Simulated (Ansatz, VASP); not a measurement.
## Two plane-wave programs on KI

```
CELL_PARAMETERS angstrom
2.41317 -4.17909 0.00000
2.41317 4.17909 0.00000
0.00000 0.00000 8.54148
ATOMIC_POSITIONS crystal
K 0.50000 0.50000 0.50000
K 0.50000 0.50000 0.00000
I 0.83332 0.16668 0.25000
I 0.16668 0.83332 0.75000
```

Alike in both runs: functional PBE; dispersion D3(BJ); k mesh 6 × 6 × 4; occupations gaussian, width 0.02 eV; no spin polarisation.

Ansatz relaxed the structure, and its values are those at the end. VASP's run is a single point on that final structure, the one shown.

```csv
,VASP,Ansatz
version,VASP 6.6.1,Ansatz 0.2.0
potentials or method,"VASP PAW PBE potentials, release 64 (K_sv, I), cutoff 520 eV","scalar-relativistic, plane waves, PAW"
valence electrons in the cell,32,52
```

```csv
,VASP,Ansatz,Ansatz less VASP
gap on the k mesh at the Fermi level (eV),3.92,3.92,+0.004
least direct gap on the mesh (eV),3.92,3.92,+0.004
pressure (GPa),0.0,0.0,-0.03
```

VASP's potentials hold 32 valence electrons a cell and Ansatz's 52, so a difference there can come from the potentials and not from the codes.

Neither program's run includes spin-orbit coupling.
